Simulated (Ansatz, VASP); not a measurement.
# One calculation of Al, two programs

```
Al
1.0
     0.00000    2.03821    2.03821
     2.03821    0.00000    2.03821
     2.03821    2.03821    0.00000
Al
1
Direct
  0.00000 0.00000 0.00000
```

Alike in both runs: task single point; functional PBE; dispersion D4; k mesh 11 × 11 × 11; occupations fermi-dirac, width 0.05 eV; no spin polarisation.

|  | VASP | Ansatz |
| --- | --- | --- |
| version | VASP 6.6.1 | Ansatz 0.2.0 |
| potentials or method | VASP PAW PBE potentials, release 64 (Al) | Ansatz PAW |
| plane-wave cutoff (eV) | 520 | 420 |
| valence electrons in the cell | 3 | 3 |

```tsv
	VASP	Ansatz	Ansatz less VASP
gap on the k mesh at the Fermi level (eV)	none	none	-
pressure (GPa)	-5.0	-4.9	+0.04
```

A gap of «none» marks a metal or a gap that the smearing closes.
